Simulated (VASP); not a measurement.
Runs of VASP 6.6.1 on WS2. The structure is that of space group R3m (No. 160), or close to it. The cells are those of the table. 

```csv
cell,gap on the mesh (eV),pressure (GPa),largest force (eV/Å)
"a = 6.106 Å, angles 28.4°, 3 atoms",0.97,(c),3.83
"a = 6.254 Å, angles 27.8°, 3 atoms",1.13,32.4,2.73
"a = 6.402 Å, angles 27.1°, 3 atoms",1.28,(b),1.72
"a = 6.119 Å, angles 29.1°, 3 atoms",0.89,(a),2.86
```

Alike in all rows: task single point; level r2SCAN; potentials or basis VASP PAW PBE potentials, release 64 (W_sv, S); no spin polarisation; k mesh 12 × 12 × 12; cutoff (eV) 520; smearing gaussian 0.05 eV.

Q: Fill in the values left out.

A: (a) 25.7; (b) 25.0; (c) 40.9.

Caveats: the PAW data sets were made with another functional, which shifts forces and pressure a little; spin-orbit coupling is left out, which moves the levels of the heavy elements; the cell stands under pressure (at least some runs); the stress differs along the axes, from 29 to 34 GPa (at least some runs); the stress differs along the axes, from 17 to 29 GPa (at least some runs); the stress differs along the axes, from 24 to 30 GPa (at least some runs).

A k mesh can miss the band edges, and the runs leave out spin-orbit coupling on W.
